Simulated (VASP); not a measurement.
# NiO (Fm-3m) in VASP: further runs

The runs below take NiO through single point, with PBE.

Everything below comes from runs of VASP 6.6.1. Logs are shortened: lines on timing, memory, paths and dates and some standing lists are left out, and cuts for length are marked.

### 1 The cell of the first run

The structure is cubic, space group Fm-3m (No. 225). Conventional cell: a = 4.183 Å, b = 4.183 Å, c = 4.183 Å, α = 90.00°, β = 90.00°, γ = 90.00°. Ni (site symmetry m-3m) has 6 O at 2.09 Å within 2.8 Å. Within 2.8 Å of O (site symmetry m-3m) lie 6 Ni at 2.09 Å.

### 2 Single point, PBE, collinear spin, ferromagnetic start

File INCAR:

```
PREC     = Accurate       # precision mode
ENCUT    = 700            # plane-wave cutoff, eV
EDIFF    = 1E-6           # SCF threshold, eV
ISMEAR   = -1             # smearing method
SIGMA    = 0.05           # smearing width, eV
LREAL    = False          # projectors in reciprocal space
LASPH    = True           # aspherical terms in the spheres
NELM     = 200            # most SCF steps
ALGO     = Normal         # electronic algorithm
ISIF     = 2              # what is computed and relaxed
LWAVE    = False          # write WAVECAR
LCHARG   = False          # write CHGCAR
ISPIN    = 2              # spin polarisation
MAGMOM   = 0.5 0          # initial moments
LORBIT   = 11             # projections on sites
NUPDOWN  = 0.5            # fixed moment
LMAXMIX  = 4              # l up to which the mixer works
GGA      = PE             # functional
NBANDS   = 23             # bands
GGA_COMPAT= False
```

File KPOINTS:

```
regular mesh
0
Gamma
  9 9 9
```

File POSCAR:

```
NiO
1.0
    0.0000000000      2.0913095100      2.0913095100
    2.0913095100      0.0000000000      2.0913095100
    2.0913095100      2.0913095100      0.0000000000
Ni O
1 1
Direct
    0.0000000000      0.0000000000      0.0000000000
    0.5000000000      0.5000000000      0.5000000000
```

Potentials or basis: VASP PAW PBE potentials, release 64 (Ni_sv_GW, O).

Command:

```console
cat potpaw_PBE.64/Ni_sv_GW/POTCAR potpaw_PBE.64/O/POTCAR > POTCAR
mpirun -np 1 vasp_std > vasp.out
```

OUTCAR:

```text
PREC = Accurate
   ENCUT = 700
   EDIFF = 1E-6
   ISMEAR = -1
   LREAL = False
   LASPH = True
   NELM = 200
   ISIF = 2
   ISPIN = 2
   LORBIT = 11
   NUPDOWN = 0.5
   GGA = PE

 ion  position               nearest neighbor table
   1  0.000  0.000  0.000-   2 2.09   2 2.09   2 2.09   2 2.09   2 2.09   2 2.09
   2  0.500  0.500  0.500-   1 2.09   1 2.09   1 2.09   1 2.09   1 2.09   1 2.09

  LATTYP: Found a face centered cubic cell.
 ALAT       =     4.1826190200

  Lattice vectors:

 A1 = (   0.0000000000,   2.0913095100,   2.0913095100)
 A2 = (   2.0913095100,   0.0000000000,   2.0913095100)
 A3 = (   2.0913095100,   2.0913095100,   0.0000000000)

Analysis of symmetry for initial positions (statically):
=====================================================================
 Subroutine PRICEL returns:
 Original cell was already a primitive cell.

 Routine SETGRP: Setting up the symmetry group for a
 face centered cubic supercell.

 Subroutine GETGRP returns: Found 48 space group operations
 (whereof 48 operations were pure point group operations)
 out of a pool of 48 trial point group operations.

The static configuration has the point symmetry O_h .

Analysis of symmetry for dynamics (positions and initial velocities):
=====================================================================
 Subroutine PRICEL returns:
 Original cell was already a primitive cell.

 Routine SETGRP: Setting up the symmetry group for a
 face centered cubic supercell.

 Subroutine GETGRP returns: Found 48 space group operations
 (whereof 48 operations were pure point group operations)
 out of a pool of 48 trial point group operations.

The dynamic configuration has the point symmetry O_h .

Analysis of structural, dynamic, and magnetic symmetry:
=====================================================================
 Subroutine PRICEL returns:
 Original cell was already a primitive cell.

 Routine SETGRP: Setting up the symmetry group for a
 face centered cubic supercell.

 Subroutine GETGRP returns: Found 48 space group operations
 (whereof 48 operations were pure point group operations)
 out of a pool of 48 trial point group operations.

The overall configuration has the point symmetry O_h .

 Subroutine INISYM returns: Found 48 space group operations
 (whereof 48 operations are pure point group operations),
 and found     1 'primitive' translations

----------------------------------------------------------------------------------------

                                     Primitive cell

  volume of cell :      18.2930

  direct lattice vectors                    reciprocal lattice vectors
     0.000000000  2.091309510  2.091309510    -0.239084649  0.239084649  0.239084649
     2.091309510  0.000000000  2.091309510     0.239084649 -0.239084649  0.239084649
     2.091309510  2.091309510  0.000000000     0.239084649  0.239084649 -0.239084649

  length of vectors
     2.957558272  2.957558272  2.957558272     0.414106759  0.414106759  0.414106759

  position of ions in fractional coordinates (direct lattice)
     0.000000000  0.000000000  0.000000000
     0.500000000  0.500000000  0.500000000

  ion indices of the primitive-cell ions
   primitive index   ion index
                 1           1
                 2           2

----------------------------------------------------------------------------------------

 KPOINTS: regular mesh

Automatic generation of k-mesh.
 Grid dimensions read from file:
 generate k-points for:    9    9    9

 Generating k-lattice:

  Cartesian coordinates                     Fractional coordinates (reciprocal lattice)
    -0.026564961  0.026564961  0.026564961     0.111111111  0.000000000  0.000000000
     0.026564961 -0.026564961  0.026564961     0.000000000  0.111111111  0.000000000
     0.026564961  0.026564961 -0.026564961     0.000000000  0.000000000  0.111111111

  Length of vectors
     0.046011862  0.046011862  0.046011862

  Shift w.r.t. Gamma in fractional coordinates (k-lattice)
     0.000000000  0.000000000  0.000000000

 Subroutine IBZKPT returns following result:
 ===========================================

 Found     35 irreducible k-points:

 Following reciprocal coordinates:
            Coordinates               Weight
  0.000000  0.000000  0.000000      1.000000
  0.111111  0.000000  0.000000      8.000000
  0.222222  0.000000  0.000000      8.000000
  0.333333  0.000000  0.000000      8.000000
  0.444444  0.000000  0.000000      8.000000
  0.111111  0.111111  0.000000      6.000000
[... 16 lines left out ...]
 -0.333333  0.333333  0.000000     12.000000
  0.444444  0.444444  0.000000      6.000000
 [... further k-points ...]
   k-points           NKPTS =     35   k-points in BZ     NKDIM =     35   number of bands    NBANDS=     23
   number of dos      NEDOS =    301   number of ions     NIONS =      2
   total plane-waves  NPLWV =  21952
   dimension x,y,z NGX =    28 NGY =   28 NGZ =   28
   dimension x,y,z NGXF=    56 NGYF=   56 NGZF=   56
   ions per type =               1   1
   NGX,Y,Z   is equivalent  to a cutoff of  15.74, 15.74, 15.74 a.u.
   NGXF,Y,Z  is equivalent  to a cutoff of  31.48, 31.48, 31.48 a.u.
 SYSTEM =  unknown system
   PREC   = accura    normal or accurate (medium, high low for compatibility)
   ISTART =      0    job   : 0-new  1-cont  2-samecut
   ICHARG =      2    charge: 1-file 2-atom 10-const
   ISPIN  =      2    spin polarized calculation?
   LNONCOLLINEAR =      F non collinear calculations
   LSORBIT =      F    spin-orbit coupling
   LASPH  =      T    aspherical Exc in radial PAW
   ENCUT  =  700.0 eV  51.45 Ry    7.17 a.u.   6.38  6.38  6.38*2*pi/ulx,y,z
   NELM   =    200;   NELMIN=  2; NELMDL= -5     # of ELM steps
   EDIFF  = 0.1E-05   stopping-criterion for ELM
   LREAL  =      F    real-space projection
   EDIFFG = 0.1E-04   stopping-criterion for IOM
   NSW    =      0    number of steps for IOM
   IBRION =     -1    ionic relax: 0-MD 1-quasi-New 2-CG
   NFREE  =      0    steps in history (QN), initial steepest desc. (CG)
   ISIF   =      2    stress and relaxation
   ISYM   =      2    0-nonsym 1-usesym 2-fastsym
   POTIM  = 0.5000    time-step for ionic-motion
   TEBEG  =    0.0;   TEEND  =   0.0 temperature during run
   PSTRESS=    0.0 pullay stress
   NELECT =      24.0000    total number of electrons
   NUPDOWN=       0.5000    fix difference up-down
   EMIN   =  10.00;   EMAX   =-10.00  energy-range for DOS
   EFERMI =   0.00;   METHOD = LEGACY
   ISMEAR =    -1;   SIGMA  =   0.05  broadening in eV -4-tet -1-fermi 0-gaus
   EFERMI_NEDOS =   21; number of points for ismear=-14 and -15
   IALGO  =     38    algorithm
   IMIX   =      4    mixing-type and parameters
     AMIX     =   0.40;   BMIX     =  1.00
     AMIX_MAG =   1.60;   BMIX_MAG =  1.00
  volume/ion in A,a.u.               =       9.15        61.72
  Fermi-wavevector in a.u.,A,eV,Ry     =   1.792188  3.386745 43.701074  3.211938
  Thomas-Fermi vector in A             =   2.854603
   LORBIT       =     11    0 simple, 1 ext, 2 COOP (PROOUT), +10 PAW based schemes
   GGA     = PE    functional components
   LHFCALC =     F    Hartree Fock is set to
   AEXX    =    0.0000 exact exchange contribution
   IVDW    =     0    specifies the selected vdW correction
   LEPSILON=     F    determine dielectric tensor
   LRPA    =     F    only Hartree local field effects (RPA)
 spin polarized calculation
  energy-cutoff  :      700.00
  volume of cell :       18.29
 maximum number of plane-waves:       779
 NGX is ok and might be reduce to    28
   NGX = 13   NGY = 13   NGZ = 13

 number of electron      24.0000000 magnetization       0.5000000

 Free energy of the ion-electron system (eV)
  ---------------------------------------------------
  ext. energy  EPLUGINS =         0.00000000
  ---------------------------------------------------
  free energy    TOTEN  =       -12.32779715 eV

  energy without entropy =      -12.30841660  energy(sigma->0) =      -12.31810688

 E-fermi :   6.9674     XC(G=0): -13.0246

 val. band max:        6.9672013028   @ k =  -0.4444   0.4444   0.1111
 cond. band min:       6.8519883049   @ k =   0.4444   0.2222   0.0000
 fundamental gap:     -0.1152129979
 Fermi energy:         6.8367613835

 spin component 1

 k-point     1 :       0.0000    0.0000    0.0000
  band No.  band energies     occupation
      1     -96.4476      1.00000
      2     -56.8467      1.00000
      3     -56.8467      1.00000
      4     -56.8467      1.00000
      5     -13.5676      1.00000
      6       3.7454      1.00000
[... 15 lines left out ...]
     22      32.7748      0.00000
     23      32.7748      0.00000
[... 575 lines left out ...]
      1     -96.4446      1.00000
      2     -56.8750      1.00000
      3     -56.8588      1.00000
      4     -56.8588      1.00000
      5     -12.1980      1.00000
      6      -0.0959      1.00000
[... 15 lines left out ...]
     22      39.5151      0.00000
     23      40.5232      0.00000

 [... further k-points ...]

 spin component 2

 k-point     1 :       0.0000    0.0000    0.0000
  band No.  band energies     occupation
      1     -95.9081      1.00000
      2     -56.3202      1.00000
      3     -56.3202      1.00000
      4     -56.3202      1.00000
      5     -13.4779      1.00000
      6       3.8458      1.00000
[... 15 lines left out ...]
     22      32.9735      0.00000
     23      32.9735      0.00000
[... 575 lines left out ...]
      1     -95.9050      1.00000
      2     -56.3493      1.00000
      3     -56.3326      1.00000
      4     -56.3326      1.00000
      5     -12.0921      1.00000
      6      -0.0106      1.00000
[... 15 lines left out ...]
     22      39.5405      0.00000
     23      40.6610      0.00000

 [... further k-points ...]

------------------------ aborting loop because EDIFF is reached ----------------------------------------

  FORCE on cell =-STRESS in cart. coord.  units (eV):
  Direction    XX          YY          ZZ          XY          YZ          ZX
  --------------------------------------------------------------------------------------
  -------------------------------------------------------------------------------------
  Total       -0.4576896     -0.4576896     -0.4576896      0.0000000      0.0000000     -0.0000000
  in kB      -40.0863646    -40.0863646    -40.0863646      0.0000000      0.0000000     -0.0000000
  external PRESSURE =     -40.0863646 kB  Pullay stress =       0.0000000 kB

 VOLUME and BASIS-vectors are now :
 -----------------------------------------------------------------------------
  energy-cutoff  :      700.00
  volume of cell :       18.29
      direct lattice vectors                 reciprocal lattice vectors
     0.000000000  2.091309510  2.091309510    -0.239084649  0.239084649  0.239084649
     2.091309510  0.000000000  2.091309510     0.239084649 -0.239084649  0.239084649
     2.091309510  2.091309510  0.000000000     0.239084649  0.239084649 -0.239084649

 POSITION                                       TOTAL-FORCE (eV/Angst)
 -----------------------------------------------------------------------------------
      0.00000      0.00000      0.00000        -0.000000     -0.000000     -0.000000
      2.09131      2.09131      2.09131         0.000000      0.000000      0.000000
 -----------------------------------------------------------------------------------
    total drift:                               -0.000000      0.000000      0.000000

  FREE ENERGIE OF THE ION-ELECTRON SYSTEM (eV)
  ---------------------------------------------------
  free  energy   TOTEN  =       -12.3277971541 eV

  energy  without entropy=      -12.3084165970  energy(sigma->0) =      -12.31810688

 total charge

# of ion       s       p       d       f       tot
--------------------------------------------------
    1        2.146   6.198   7.854   0.009  16.207
    2        1.569   3.368   0.000   0.000   4.937
--------------------------------------------------
tot          3.715   9.566   7.854   0.009  21.144

 magnetization (x)

# of ion       s       p       d       f       tot
--------------------------------------------------
    1        0.003   0.005   0.428   0.000   0.437
    2        0.008   0.044   0.000   0.000   0.052
--------------------------------------------------
tot          0.011   0.048   0.428   0.000   0.488
```

It took 41 s on 1 thread of Intel Xeon 6975P-C (Granite Rapids), shared host; peak memory 0.21 GiB.

Results:

```
Free energy                                           : -12.3278 eV
Pressure                                              : -4.0 GPa
Net moment                                            : 0.50 μB per cell
Site moments                                          : Ni +0.44; O +0.05 μB
Valence electrons inside the program's atomic spheres : Ni 16.21; O 4.94
```

Caveat: the cell stands under tension; the total moment is fixed, so each spin has its own Fermi level and the state may be an excited one; a cell with one magnetic atom can't hold antiferromagnetic order, which such compounds often take.

### 3 Single point, PBE, collinear spin, ferromagnetic start

File INCAR:

```
SYSTEM = NiO
ALGO = Normal
EDIFF = 1E-6
ENCUT = 700
GGA = PE
GGA_COMPAT = .FALSE.
ISIF = 2
ISMEAR = -1
ISPIN = 2
LASPH = .TRUE.
LCHARG = .FALSE.
LMAXMIX = 4
LORBIT = 11
LREAL = .FALSE.
LWAVE = .FALSE.
MAGMOM = 1.2 0
NBANDS = 23
NELM = 200
NUPDOWN = 1.2
PREC = Accurate
SIGMA = 0.05
```

File KPOINTS:

```
k-points
0
G
  9 9 9
  0 0 0
```

POSCAR is that of step 2.

Potentials or basis: VASP PAW PBE potentials, release 64 (Ni_sv_GW, O).

Command:

```console
cat potpaw_PBE.64/Ni_sv_GW/POTCAR potpaw_PBE.64/O/POTCAR > POTCAR
mpirun -np 1 vasp_std > vasp.out
```

It took 42 s on 1 thread of AMD EPYC 9R45 (Zen 5), shared host; peak memory 0.18 GiB.

The run converged. Its results:

```
Free energy                                           : -12.3926 eV
Pressure                                              : -1.1 GPa
Net moment                                            : 1.20 μB per cell
Site moments                                          : Ni +1.03; O +0.14 μB
Valence electrons inside the program's atomic spheres : Ni 16.18; O 4.96
```

Caveat: the total moment is fixed, so each spin has its own Fermi level and the state may be an excited one; a cell with one magnetic atom can't hold antiferromagnetic order, which such compounds often take.
